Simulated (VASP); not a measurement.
Runs of VASP 6.6.1 on Ga2SiS. The structure is that of space group P-4m2 (No. 115), or close to it. The cells are those of the table. 

```csv
task,cell,k mesh,cutoff (eV),smearing,gap on the mesh (eV),pressure (GPa),relaxed volume (Å³/atom),largest force (eV/Å)
relaxation of cell and atoms,"relaxed from a = 4.053, b = 4.053, c = 5.670 Å, 4 atoms",4 × 4 × 4,600,gaussian 0.1 eV,0.37,0.0,(a),0.01
single point,"a = 4.093, b = 4.093, c = 5.348 Å, 4 atoms",4 × 4 × 4,520,gaussian 0.1 eV,(b),0.0,-,0.02
single point,"a = 4.053, b = 4.053, c = 5.670 Å, 4 atoms",4 × 4 × 4,520,gaussian 0.1 eV,0.32,-1.6,-,0.40
single point,"a = 4.075, b = 4.075, c = 5.394 Å, 4 atoms",10 × 10 × 8,520,gaussian 0.02 eV,0.34,0.0,-,0.02
relaxation of cell and atoms,"relaxed from a = 4.075, b = 4.075, c = 5.394 Å, 4 atoms",10 × 10 × 8,500,gaussian 0.01 eV,0.34,0.0,22.40,-
```

Alike in all rows: level PBE; potentials or basis VASP PAW PBE potentials, release 64 (Ga_d, Si, S); no spin polarisation.

Q: Fill in the values left out.

A: (a) 22.41; (b) 0.36.

A k mesh can miss the band edges, and the runs leave out spin-orbit coupling on Ga.
